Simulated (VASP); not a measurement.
# Hf2H (Fm-3m) in VASP: relaxation of cell and atoms with PBE

Aim: the relaxation of cell and atoms of Hf2H with PBE.

All numbers are computed with VASP 6.6.1; they aren't measurements. Logs are shortened: lines on timing, memory, paths and dates and some standing lists are left out, and cuts for length are marked.

## Step 1: The cell of the first run

The structure is cubic, space group Fm-3m (No. 225). The conventional cell has a = 5.840 Å, b = 5.840 Å, c = 5.840 Å, α = 90.00°, β = 90.00°, γ = 90.00°. Hf (site symmetry -43m) has 4 H at 2.53 Å and 6 Hf at 2.92 Å within 3.3 Å. Within 3.3 Å of H (site symmetry m-3m) lie 8 Hf at 2.53 Å.

The cell was built from a structure type or drawn by symmetry, and may not be a known phase.

## Step 2: Relaxation of cell and atoms, PBE

The input, INCAR:

```
SYSTEM = Hf2H
ALGO = Normal
EDIFF = 1E-7
EDIFFG = -0.01
ENCUT = 600
GGA = PE
IBRION = 2
ISIF = 3
ISMEAR = 0
LASPH = .TRUE.
LCHARG = .FALSE.
LREAL = .FALSE.
LWAVE = .FALSE.
NELM = 80
NSW = 100
PREC = Accurate
SIGMA = 0.1
```

The input, KPOINTS:

```
k-points
0
G
  14 14 14
  0 0 0
```

The input, POSCAR:

```
Hf2H
1.0
    0.0000000000      2.9201832343      2.9201832343
    2.9201832343      0.0000000000      2.9201832343
    2.9201832343      2.9201832343      0.0000000000
Hf H
2 1
Direct
    0.2500000000      0.2500000000      0.2500000000
    0.7500000000      0.7500000000      0.7500000000
    0.0000000000      0.0000000000      0.0000000000
```

Potentials or basis: VASP PAW PBE potentials, release 64 (Hf_pv, H).

On the command line:

```
$ cat potpaw_PBE.64/Hf_pv/POTCAR potpaw_PBE.64/H/POTCAR > POTCAR
$ mpirun -np 1 vasp_std > vasp.out
```

OUTCAR:

```text
SYSTEM = Hf2H
   EDIFF = 1E-7
   EDIFFG = -0.01
   ENCUT = 600
   GGA = PE
   IBRION = 2
   ISIF = 3
   ISMEAR = 0
   LASPH = .TRUE.
   LREAL = .FALSE.
   NELM = 80
   NSW = 100
   PREC = Accurate

 ion  position               nearest neighbor table
   1  0.250  0.250  0.250-   2 2.92   2 2.92   2 2.92   2 2.92   2 2.92   2 2.92
   2  0.750  0.750  0.750-   1 2.92   1 2.92   1 2.92   1 2.92   1 2.92   1 2.92
   3  0.000  0.000  0.000-

  LATTYP: Found a face centered cubic cell.
 ALAT       =     5.8403664686

  Lattice vectors:

 A1 = (   0.0000000000,   2.9201832343,   2.9201832343)
 A2 = (   2.9201832343,   0.0000000000,   2.9201832343)
 A3 = (   2.9201832343,   2.9201832343,   0.0000000000)

Analysis of symmetry for initial positions (statically):
=====================================================================
 Subroutine PRICEL returns:
 Original cell was already a primitive cell.

 Routine SETGRP: Setting up the symmetry group for a
 face centered cubic supercell.

 Subroutine GETGRP returns: Found 48 space group operations
 (whereof 48 operations were pure point group operations)
 out of a pool of 48 trial point group operations.

The static configuration has the point symmetry O_h .

Analysis of symmetry for dynamics (positions and initial velocities):
=====================================================================
 Subroutine PRICEL returns:
 Original cell was already a primitive cell.

 Routine SETGRP: Setting up the symmetry group for a
 face centered cubic supercell.

 Subroutine GETGRP returns: Found 48 space group operations
 (whereof 48 operations were pure point group operations)
 out of a pool of 48 trial point group operations.

The dynamic configuration has the point symmetry O_h .

 Subroutine INISYM returns: Found 48 space group operations
 (whereof 48 operations are pure point group operations),
 and found     1 'primitive' translations

----------------------------------------------------------------------------------------

                                     Primitive cell

  volume of cell :      49.8036

  direct lattice vectors                    reciprocal lattice vectors
     0.000000000  2.920183234  2.920183234    -0.171222132  0.171222132  0.171222132
     2.920183234  0.000000000  2.920183234     0.171222132 -0.171222132  0.171222132
     2.920183234  2.920183234  0.000000000     0.171222132  0.171222132 -0.171222132

  length of vectors
     4.129762735  4.129762735  4.129762735     0.296565432  0.296565432  0.296565432

  position of ions in fractional coordinates (direct lattice)
     0.250000000  0.250000000  0.250000000
     0.750000000  0.750000000  0.750000000
     0.000000000  0.000000000  0.000000000

  ion indices of the primitive-cell ions
   primitive index   ion index
                 1           1
                 2           2
                 3           3

----------------------------------------------------------------------------------------

 KPOINTS: k-points

Automatic generation of k-mesh.
 Grid dimensions read from file:
 generate k-points for:   14   14   14

 Generating k-lattice:

  Cartesian coordinates                     Fractional coordinates (reciprocal lattice)
    -0.012230152  0.012230152  0.012230152     0.071428571  0.000000000  0.000000000
     0.012230152 -0.012230152  0.012230152     0.000000000  0.071428571  0.000000000
     0.012230152  0.012230152 -0.012230152     0.000000000  0.000000000  0.071428571

  Length of vectors
     0.021183245  0.021183245  0.021183245

  Shift w.r.t. Gamma in fractional coordinates (k-lattice)
     0.000000000  0.000000000  0.000000000

 Subroutine IBZKPT returns following result:
 ===========================================

 Found    104 irreducible k-points:

 Following reciprocal coordinates:
            Coordinates               Weight
  0.000000  0.000000  0.000000      1.000000
  0.071429  0.000000  0.000000      8.000000
  0.142857  0.000000  0.000000      8.000000
  0.214286  0.000000  0.000000      8.000000
  0.285714  0.000000  0.000000      8.000000
  0.357143  0.000000  0.000000      8.000000
[... 16 lines left out ...]
  0.214286  0.142857  0.000000     24.000000
  0.285714  0.142857  0.000000     24.000000
 [... further k-points ...]
   k-points           NKPTS =    104   k-points in BZ     NKDIM =    104   number of bands    NBANDS=     14
   number of dos      NEDOS =    301   number of ions     NIONS =      3
   total plane-waves  NPLWV =  46656
   dimension x,y,z NGX =    36 NGY =   36 NGZ =   36
   dimension x,y,z NGXF=    72 NGYF=   72 NGZF=   72
   ions per type =               2   1
   NGX,Y,Z   is equivalent  to a cutoff of  14.49, 14.49, 14.49 a.u.
   NGXF,Y,Z  is equivalent  to a cutoff of  28.98, 28.98, 28.98 a.u.
 SYSTEM =  Hf2H
   PREC   = accura    normal or accurate (medium, high low for compatibility)
   ISTART =      0    job   : 0-new  1-cont  2-samecut
   ICHARG =      2    charge: 1-file 2-atom 10-const
   ISPIN  =      1    spin polarized calculation?
   LNONCOLLINEAR =      F non collinear calculations
   LSORBIT =      F    spin-orbit coupling
   LASPH  =      T    aspherical Exc in radial PAW
   ENCUT  =  600.0 eV  44.10 Ry    6.64 a.u.   8.25  8.25  8.25*2*pi/ulx,y,z
   NELM   =     80;   NELMIN=  2; NELMDL= -5     # of ELM steps
   EDIFF  = 0.1E-06   stopping-criterion for ELM
   LREAL  =      F    real-space projection
   EDIFFG = -.1E-01   stopping-criterion for IOM
   NSW    =    100    number of steps for IOM
   IBRION =      2    ionic relax: 0-MD 1-quasi-New 2-CG
   NFREE  =      1    steps in history (QN), initial steepest desc. (CG)
   ISIF   =      3    stress and relaxation
   ISYM   =      2    0-nonsym 1-usesym 2-fastsym
   POTIM  = 0.5000    time-step for ionic-motion
   TEBEG  =    0.0;   TEEND  =   0.0 temperature during run
   PSTRESS=    0.0 pullay stress
   NELECT =      21.0000    total number of electrons
   NUPDOWN=      -1.0000    fix difference up-down
   EMIN   =  10.00;   EMAX   =-10.00  energy-range for DOS
   EFERMI =   0.00;   METHOD = LEGACY
   ISMEAR =     0;   SIGMA  =   0.10  broadening in eV -4-tet -1-fermi 0-gaus
   EFERMI_NEDOS =   21; number of points for ismear=-14 and -15
   IALGO  =     38    algorithm
   IMIX   =      4    mixing-type and parameters
     AMIX     =   0.40;   BMIX     =  1.00
     AMIX_MAG =   1.60;   BMIX_MAG =  1.00
  volume/ion in A,a.u.               =      16.60       112.03
  Fermi-wavevector in a.u.,A,eV,Ry     =   1.227612  2.319850 20.504408  1.507031
  Thomas-Fermi vector in A             =   2.362569
   LORBIT       =      0    0 simple, 1 ext, 2 COOP (PROOUT), +10 PAW based schemes
   GGA     = PE    functional components
   LHFCALC =     F    Hartree Fock is set to
   AEXX    =    0.0000 exact exchange contribution
   IVDW    =     0    specifies the selected vdW correction
   LEPSILON=     F    determine dielectric tensor
   LRPA    =     F    only Hartree local field effects (RPA)
 conjugate gradient relaxation of ions
 non-spin polarized calculation
 Gauss-broadening in eV      SIGMA  =   0.10
  energy-cutoff  :      600.00
  volume of cell :       49.80
 maximum number of plane-waves:      1687
 NGX is ok and might be reduce to    36
   NGX = 17   NGY = 17   NGZ = 17

--------------------------------------- Ionic step        1  -------------------------------------------

 number of electron      20.9999999 magnetization

 Free energy of the ion-electron system (eV)
  ---------------------------------------------------
  ext. energy  EPLUGINS =         0.00000000
  ---------------------------------------------------
  free energy    TOTEN  =       -21.46497180 eV

  energy without entropy =      -21.45135281  energy(sigma->0) =      -21.45816231

------------------------ aborting loop because EDIFF is reached ----------------------------------------

  FORCE on cell =-STRESS in cart. coord.  units (eV):
  Direction    XX          YY          ZZ          XY          YZ          ZX
  --------------------------------------------------------------------------------------
  -------------------------------------------------------------------------------------
  Total       -0.3933332     -0.3933332     -0.3933332     -0.0000000      0.0000000      0.0000000
  in kB      -12.6535047    -12.6535047    -12.6535047     -0.0000000      0.0000000      0.0000000
  external PRESSURE =     -12.6535047 kB  Pullay stress =       0.0000000 kB

 VOLUME and BASIS-vectors are now :
 -----------------------------------------------------------------------------
  energy-cutoff  :      600.00
  volume of cell :       49.80
      direct lattice vectors                 reciprocal lattice vectors
     0.000000000  2.920183234  2.920183234    -0.171222132  0.171222132  0.171222132
     2.920183234  0.000000000  2.920183234     0.171222132 -0.171222132  0.171222132
     2.920183234  2.920183234  0.000000000     0.171222132  0.171222132 -0.171222132
[... 38 lines left out ...]
 POSITION                                       TOTAL-FORCE (eV/Angst)
 -----------------------------------------------------------------------------------
      1.45086      1.45086      1.45086        -0.000000     -0.000000     -0.000000
      4.35257      4.35257      4.35257         0.000000      0.000000      0.000000
      2.90171      5.80343      2.90171        -0.000000     -0.000000      0.000000
 -----------------------------------------------------------------------------------
    total drift:                                0.000000      0.000000      0.000000

  FREE ENERGIE OF THE ION-ELECTRON SYSTEM (eV)
  ---------------------------------------------------
  free  energy   TOTEN  =       -21.4674513113 eV

  energy  without entropy=      -21.4542168628  energy(sigma->0) =      -21.46083409

--------------------------------------- Ionic step        3  -------------------------------------------

 number of electron      21.0000002 magnetization

 Free energy of the ion-electron system (eV)
  ---------------------------------------------------
  ext. energy  EPLUGINS =         0.00000000
  ---------------------------------------------------
  free energy    TOTEN  =       -21.46778208 eV

  energy without entropy =      -21.45446248  energy(sigma->0) =      -21.46112228

 E-fermi :   4.2852     XC(G=0): -11.0656

 val. band max:        4.2830732192   @ k =  -0.3571   0.0714   0.0000
 cond. band min:       4.2860909612   @ k =  -0.2143   0.2143   0.0714
 fundamental gap:      0.0030177420
 Fermi energy:         4.2851732655

 k-point     1 :       0.0000    0.0000    0.0000
  band No.  band energies     occupation
      1     -26.3273      2.00000
      2     -26.3273      2.00000
      3     -26.3273      2.00000
      4     -25.6262      2.00000
      5     -25.6262      2.00000
      6     -25.6262      2.00000
      7      -3.9411      2.00000
      8       2.6625      2.00000
      9       2.6625      2.00000
     10       2.6625      2.00000
     11       2.7897      2.00000
     12       2.7897      2.00000
     13       5.3102      0.00000
     14      10.7671      0.00000

 k-point     2 :       0.0714    0.0000    0.0000
  band No.  band energies     occupation
      1     -26.3213      2.00000
      2     -26.3195      2.00000
      3     -26.3195      2.00000
      4     -25.6388      2.00000
      5     -25.6361      2.00000
      6     -25.6361      2.00000
      7      -3.8543      2.00000
      8       2.4915      2.00000
      9       2.7286      2.00000
     10       2.7286      2.00000
[... 362 lines left out ...]
 k-point    24 :       0.2857    0.1429    0.0000
  band No.  band energies     occupation
      1     -26.3428      2.00000
      2     -26.3376      2.00000
      3     -26.0128      2.00000
      4     -26.0061      2.00000
      5     -25.6411      2.00000
      6     -25.6353      2.00000
      7      -2.8297      2.00000
      8       1.3552      2.00000
      9       3.3258      2.00000
     10       3.7302      2.00000
     11       3.7546      2.00000
     12       3.9218      2.00000
     13       7.4521      0.00000
     14       7.7316      0.00000

 [... further k-points ...]

------------------------ aborting loop because EDIFF is reached ----------------------------------------

  FORCE on cell =-STRESS in cart. coord.  units (eV):
  Direction    XX          YY          ZZ          XY          YZ          ZX
  --------------------------------------------------------------------------------------
  -------------------------------------------------------------------------------------
  Total        0.0013630      0.0013630      0.0013630      0.0000000     -0.0000000      0.0000000
  in kB        0.0444745      0.0444745      0.0444745      0.0000000     -0.0000000      0.0000000
  external PRESSURE =       0.0444745 kB  Pullay stress =       0.0000000 kB

 VOLUME and BASIS-vectors are now :
 -----------------------------------------------------------------------------
  energy-cutoff  :      600.00
  volume of cell :       49.10
      direct lattice vectors                 reciprocal lattice vectors
    -0.000000000  2.906387955  2.906387955    -0.172034845  0.172034845  0.172034845
     2.906387955 -0.000000000  2.906387955     0.172034845 -0.172034845  0.172034845
     2.906387955  2.906387955  0.000000000     0.172034845  0.172034845 -0.172034845

 POSITION                                       TOTAL-FORCE (eV/Angst)
 -----------------------------------------------------------------------------------
      1.45319      1.45319      1.45319         0.000000      0.000000      0.000000
      4.35958      4.35958      4.35958        -0.000000     -0.000000     -0.000000
      0.00000     -0.00000      0.00000        -0.000000      0.000000     -0.000000
 -----------------------------------------------------------------------------------
    total drift:                                0.000000      0.000000      0.000000

  FREE ENERGIE OF THE ION-ELECTRON SYSTEM (eV)
  ---------------------------------------------------
  free  energy   TOTEN  =       -21.4677820809 eV

  energy  without entropy=      -21.4544624786  energy(sigma->0) =      -21.46112228

 reached required accuracy - stopping structural energy minimisation
```

It took 4 min on 1 thread of AMD EPYC 7R43 (Zen 3), shared host; peak memory 0.23 GiB.

Results:

```
Free energy                           : -21.4678 eV
Relaxed volume                        : 16.37 Å³/atom
Relaxed cell                          : a = 4.110 Å, b = 4.110 Å, c = 4.110 Å, α = 60.00°, β = 60.00°, γ = 60.00°
Space group after relaxing (to 0.1 Å) : Fm-3m (No. 225)
Energy gained by relaxing             : 0.9 meV/atom
Ionic steps                           : 3
Pressure after relaxing               : 0.0 GPa
Band gap on the k mesh                : zero (an odd number of electrons rules out a gap without spin polarisation)
```

Step by step:
| step | energy change (eV) | largest force (eV/Å) | pressure (GPa) | volume (Å³) |
| --- | --- | --- | --- | --- |
| 1 | 0.0000 | 0.0000 | -1.27 | 49.80 |
| 2 | -0.0025 | 0.0000 | 0.45 | 48.86 |
| 3 | -0.0028 | 0.0000 | 0.00 | 49.10 |

Final structure:
```
Hf H
1.0
     0.00000    2.90639    2.90639
     2.90639    0.00000    2.90639
     2.90639    2.90639    0.00000
Hf H
2 1
Direct
  0.25000 0.25000 0.25000
  0.75000 0.75000 0.75000
  0.00000 0.00000 0.00000
```

Caveat: spin-orbit coupling is left out, which moves the levels of the heavy elements.
